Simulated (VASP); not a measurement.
# NaH (P6_3/mmc) in VASP: a series of runs, part 2 of 2

VASP 6.6.1.

### Step 3. G0W0 quasiparticle levels, PBE

Contents of POSCAR:

```
NaH
1.0
    3.3191587684      0.0000000000      0.0000000000
   -1.6595793842      2.8744758126      0.0000000000
    0.0000000000      0.0000000000      5.8309537807
Na H
2 2
Direct
    0.0000000000      0.0000000000      0.0000000000
    0.0000000000      0.0000000000      0.5000000000
    0.3333333333      0.6666666667      0.2500000000
    0.6666666667      0.3333333333      0.7500000000
```

Contents of INCAR.step1:

```
SYSTEM = NaH
ALGO = Normal ; EDIFF = 1E-8
ENCUT = 500 ; GGA = PE
ISMEAR = 0 ; LASPH = .True.
LCHARG = .False. ; LREAL = .False.
LWAVE = .True. ; NELM = 60
PREC = Accurate ; SIGMA = 0.01
```

Contents of INCAR.step2:

```
SYSTEM = NaH
ALGO = Exact ; EDIFF = 1E-8
ENCUT = 500 ; GGA = PE
ISMEAR = 0 ; ISTART = 1
LASPH = .True. ; LCHARG = .False.
LOPTICS = .True. ; LREAL = .False.
LWAVE = .True. ; NBANDS = 100
NELM = 1 ; PREC = Accurate
SIGMA = 0.01
```

Contents of INCAR.step3:

```
SYSTEM = NaH
ALGO = EVGW0 ; EDIFF = 1E-8
ENCUT = 500 ; ENCUTGW = 80.0
GGA = PE ; ISMEAR = 0
ISTART = 1 ; LASPH = .True.
LCHARG = .False. ; LREAL = .False.
LWAVE = .False. ; NBANDS = 100
NBANDSGW = 18 ; NELMGW = 1
NOMEGA = 96 ; OMEGAMAX = 20
PREC = Accurate ; PRECFOCK = Fast
SIGMA = 0.01
```

Contents of KPOINTS:

```
k-points
0
Gamma
  6 6 4
  0 0 0
```

Potentials or basis: VASP PAW PBE potentials, release 64 (Na_sv_GW, H_GW).

Started as:

```bash
$ cat potpaw_PBE.64/Na_sv_GW/POTCAR potpaw_PBE.64/H_GW/POTCAR > POTCAR
$ cp INCAR.step1 INCAR
$ mpirun -np 1 vasp_std > vasp.out
$ cp INCAR.step2 INCAR
$ mpirun -np 1 vasp_std > vasp.out
$ cp INCAR.step3 INCAR
$ mpirun -np 1 vasp_std > vasp.out
```

OUTCAR:

```text
SYSTEM = NaH
   EDIFF = 1E-8
   ENCUT = 500
   ENCUTGW = 80.0
   GGA = PE
   ISMEAR = 0
   ISTART = 1
   LASPH = .True.
   LREAL = .False.
   NELMGW = 1
   PREC = Accurate
   PRECFOCK = Fast

 ion  position               nearest neighbor table
   1  0.000  0.000  0.000-
   2  0.000  0.000  0.500-
   3  0.333  0.667  0.250-
   4  0.667  0.333  0.750-

  LATTYP: Found a hexagonal cell.
 ALAT       =     3.3191587684
 C/A-ratio  =     1.7567565120

  Lattice vectors:

 A1 = (   3.3191587684,   0.0000000000,   0.0000000000)
 A2 = (  -1.6595793842,   2.8744758126,   0.0000000000)
 A3 = (   0.0000000000,   0.0000000000,   5.8309537807)

Analysis of symmetry for initial positions (statically):
=====================================================================
 Subroutine PRICEL returns:
 Original cell was already a primitive cell.

 Routine SETGRP: Setting up the symmetry group for a
 hexagonal supercell.

 Subroutine GETGRP returns: Found 24 space group operations
 (whereof 12 operations were pure point group operations)
 out of a pool of 24 trial point group operations.

The static configuration has the point symmetry D_3d.
 The point group associated with its full space group is D_6h.

Analysis of symmetry for dynamics (positions and initial velocities):
=====================================================================
 Subroutine PRICEL returns:
 Original cell was already a primitive cell.

 Routine SETGRP: Setting up the symmetry group for a
 hexagonal supercell.

 Subroutine GETGRP returns: Found 24 space group operations
 (whereof 12 operations were pure point group operations)
 out of a pool of 24 trial point group operations.

The dynamic configuration has the point symmetry D_3d.
 The point group associated with its full space group is D_6h.

 Subroutine INISYM returns: Found 24 space group operations
 (whereof 12 operations are pure point group operations),
 and found     1 'primitive' translations

----------------------------------------------------------------------------------------

                                     Primitive cell

  volume of cell :      55.6322

  direct lattice vectors                    reciprocal lattice vectors
     3.319158768  0.000000000  0.000000000     0.301281159  0.173944758  0.000000000
    -1.659579384  2.874475813  0.000000000     0.000000000  0.347889516  0.000000000
     0.000000000  0.000000000  5.830953781     0.000000000  0.000000000  0.171498530

  length of vectors
     3.319158768  3.319158768  5.830953781     0.347889516  0.347889516  0.171498530

  position of ions in fractional coordinates (direct lattice)
     0.000000000  0.000000000  0.000000000
     0.000000000  0.000000000  0.500000000
     0.333333333  0.666666667  0.250000000
     0.666666667  0.333333333  0.750000000

  ion indices of the primitive-cell ions
   primitive index   ion index
                 1           1
                 2           2
                 3           3
                 4           4

----------------------------------------------------------------------------------------

 KPOINTS: k-points

Automatic generation of k-mesh.
 Grid dimensions read from file:
 generate k-points for:    6    6    4

 Generating k-lattice:

  Cartesian coordinates                     Fractional coordinates (reciprocal lattice)
     0.050213526  0.028990793  0.000000000     0.166666667 -0.000000000  0.000000000
     0.000000000  0.057981586  0.000000000     0.000000000  0.166666667  0.000000000
     0.000000000  0.000000000  0.042874632     0.000000000  0.000000000  0.250000000

  Length of vectors
     0.057981586  0.057981586  0.042874632

  Shift w.r.t. Gamma in fractional coordinates (k-lattice)
     0.000000000  0.000000000  0.000000000

 Subroutine IBZKPT returns following result:
 ===========================================

 Found     21 irreducible k-points:

 Following reciprocal coordinates:
            Coordinates               Weight
  0.000000  0.000000  0.000000      1.000000
  0.166667  0.000000  0.000000      6.000000
  0.333333  0.000000  0.000000      6.000000
  0.500000  0.000000  0.000000      3.000000
  0.166667  0.166667  0.000000      6.000000
  0.333333  0.166667  0.000000     12.000000
[... 13 lines left out ...]
  0.333333  0.166667  0.500000     12.000000
  0.333333  0.333333  0.500000      2.000000
   k-points           NKPTS =     21   k-points in BZ     NKDIM =    144   number of bands    NBANDS=    100
   number of dos      NEDOS =    301   number of ions     NIONS =      4
   total plane-waves  NPLWV =  27648
   dimension x,y,z NGX =    24 NGY =   24 NGZ =   48
   dimension x,y,z NGXF=    48 NGYF=   48 NGZF=   96
   ions per type =               2   2
   NGX,Y,Z   is equivalent  to a cutoff of  12.02, 12.02, 13.69 a.u.
   NGXF,Y,Z  is equivalent  to a cutoff of  24.04, 24.04, 27.37 a.u.
 SYSTEM =  NaH
   PREC   = accura    normal or accurate (medium, high low for compatibility)
   ISTART =      1    job   : 0-new  1-cont  2-samecut
   ICHARG =      0    charge: 1-file 2-atom 10-const
   ISPIN  =      1    spin polarized calculation?
   LNONCOLLINEAR =      F non collinear calculations
   LSORBIT =      F    spin-orbit coupling
   LASPH  =      T    aspherical Exc in radial PAW
   ENCUT  =  500.0 eV  36.75 Ry    6.06 a.u.   6.05  6.05 10.63*2*pi/ulx,y,z
   NELM   =     60;   NELMIN=  2; NELMDL=  0     # of ELM steps
   EDIFF  = 0.1E-07   stopping-criterion for ELM
   LREAL  =      F    real-space projection
   EDIFFG = 0.1E-06   stopping-criterion for IOM
   NSW    =      0    number of steps for IOM
   IBRION =     -1    ionic relax: 0-MD 1-quasi-New 2-CG
   NFREE  =      0    steps in history (QN), initial steepest desc. (CG)
   ISIF   =      0    stress and relaxation
   ISYM   =      3    0-nonsym 1-usesym 2-fastsym
   POTIM  = 0.5000    time-step for ionic-motion
   TEBEG  =    0.0;   TEEND  =   0.0 temperature during run
   PSTRESS=    0.0 pullay stress
   NELECT =      20.0000    total number of electrons
   NUPDOWN=      -1.0000    fix difference up-down
   EMIN   =  10.00;   EMAX   =-10.00  energy-range for DOS
   EFERMI =   0.00;   METHOD = LEGACY
   ISMEAR =     0;   SIGMA  =   0.01  broadening in eV -4-tet -1-fermi 0-gaus
   EFERMI_NEDOS =   21; number of points for ismear=-14 and -15
   IALGO  =     38    algorithm
   IMIX   =      4    mixing-type and parameters
     AMIX     =   0.40;   BMIX     =  1.00
     AMIX_MAG =   1.60;   BMIX_MAG =  1.00
  volume/ion in A,a.u.               =      13.91        93.86
  Fermi-wavevector in a.u.,A,eV,Ry     =   1.164062  2.199758 18.436439  1.355040
  Thomas-Fermi vector in A             =   2.300604
   LORBIT       =      0    0 simple, 1 ext, 2 COOP (PROOUT), +10 PAW based schemes
   GGA     = PE    functional components
   LHFCALC =     T    Hartree Fock is set to
   PRECFOCK=fast      Normal, Fast or Accurate (Low or Medium for compatibility)
   ENCUT4O =  -1.0   cutoff for four orbital integrals eV
   NKREDX  =     1    reduce k-point grid by
   NKREDY  =     1    reduce k-point grid by
   NKREDZ  =     1    reduce k-point grid by
   AEXX    =    1.0000 exact exchange contribution
   HFSCREEN=    0.0000 screening length (either q_TF or 0.3 A-1)
   HFSCREENC=   0.0000 screening length for correlation (either q_TF or 0.3 A-1)
   ENCUTFOCK=  -1.0 apply spherical cutoff to Coloumb kernel
   IVDW    =     0    specifies the selected vdW correction
   LEPSILON=     F    determine dielectric tensor
   LRPA    =     F    only Hartree local field effects (RPA)
   LRPAFORCE           =     F    calculate RPA forces
   ENCUTGW             =  80.0    cutoff for response function in eV
   ENCUTGWSOFT         =  64.0    soft cutoff for Coulomb kernel in GW response function in eV
   ENCUTLF             =  -1.0    cutoff for local field effects
   NELMGW              =     1    number of iterations in solving QP/BSE equation
   NELMHF              =     1    number of iterations in the inner HF iteration
   NKREDLFX            =     1    NKREDLFY  =   1   NKREDLFZ  =   1
 non-spin polarized calculation
 Gauss-broadening in eV      SIGMA  =   0.01
  energy-cutoff  :      500.00
  volume of cell :       55.63
 maximum number of plane-waves:      1437
  NGX = 14; NGY = 14; NGZ = 24
   NGX = 13   NGY = 13   NGZ = 21
 maximum number of plane-waves:        99
 NGX is ok and might be reduce to    10

 QP shifts <psi_nk| G(iteration)W_0 |psi_nk>: iteration 1
 for sc-GW calculations column KS-energies equals QP-energies in previous step
 and V_xc(KS)=  KS-energies - (<T + V_ion + V_H > + <T+V_H+V_ion>^1  + <V_x>^1)

 k-point   1 :       0.0000    0.0000    0.0000
  band No.  KS-energies  QP-energies   sigma(KS)   V_xc(KS)     V^pw_x(r,r')   Z            occupation Imag(sigma)

      1     -51.4614     -61.4848     -42.7226     -29.2566     -49.1215       0.7443       2.0000       0.3160
      2     -51.4456     -61.5540     -42.7511     -29.2819     -49.1490       0.7505       2.0000       0.3170
      3     -23.5190     -29.2431     -35.7047     -28.0355     -41.0444       0.7464       2.0000       0.0874
      4     -23.3602     -29.1700     -36.0682     -28.3729     -41.4162       0.7550       2.0000       0.0794
      5     -23.3602     -29.1700     -36.0682     -28.3729     -41.4162       0.7550       2.0000       0.0794
      6     -23.3416     -29.1644     -36.1079     -28.4152     -41.4576       0.7569       2.0000       0.0790
[... 10 lines left out ...]
     17      13.9818      14.9936      -7.1892      -8.4288      -2.7926       0.8163       0.0000      -0.7903
     18      15.1140      16.1479      -7.5391      -8.8738      -3.0223       0.7747       0.0000      -0.6114
[... 422 lines left out ...]
      1     -51.4464     -61.5584     -42.7518     -29.2831     -49.1500       0.7508       2.0000       0.3170
      2     -51.4464     -61.5584     -42.7518     -29.2831     -49.1500       0.7508       2.0000       0.3170
      3     -23.4131     -29.1771     -35.9165     -28.2387     -41.2608       0.7507       2.0000       0.0820
      4     -23.4131     -29.1771     -35.9165     -28.2387     -41.2608       0.7507       2.0000       0.0820
      5     -23.4131     -29.1771     -35.9165     -28.2387     -41.2608       0.7507       2.0000       0.0820
      6     -23.4131     -29.1771     -35.9165     -28.2387     -41.2608       0.7507       2.0000       0.0820
[... 10 lines left out ...]
     17      11.3927      12.1615      -6.4132      -7.4141      -2.2961       0.7682       0.0000      -0.3884
     18      11.3927      12.1615      -6.4132      -7.4141      -2.2961       0.7682       0.0000      -0.3884
```

Wall time 11 min (1 thread of Intel Xeon 6975P-C (Granite Rapids), shared host); peak memory 1.1 GiB.

Results:

```yaml
Quasiparticle_gap: 5.61 eV
Least_direct_quasiparticle_gap: 6.63 eV
Band_gap_of_the_starting_levels_on_the_mesh: 3.45 eV
Least_direct_gap_of_the_starting_levels_on_the_mesh: 4.51 eV
```

Caveat: the k points lie up to 0.36 Å⁻¹ apart; bands, screening cutoff and mesh are small and nothing is extrapolated, so the quasiparticle values aren't converged.
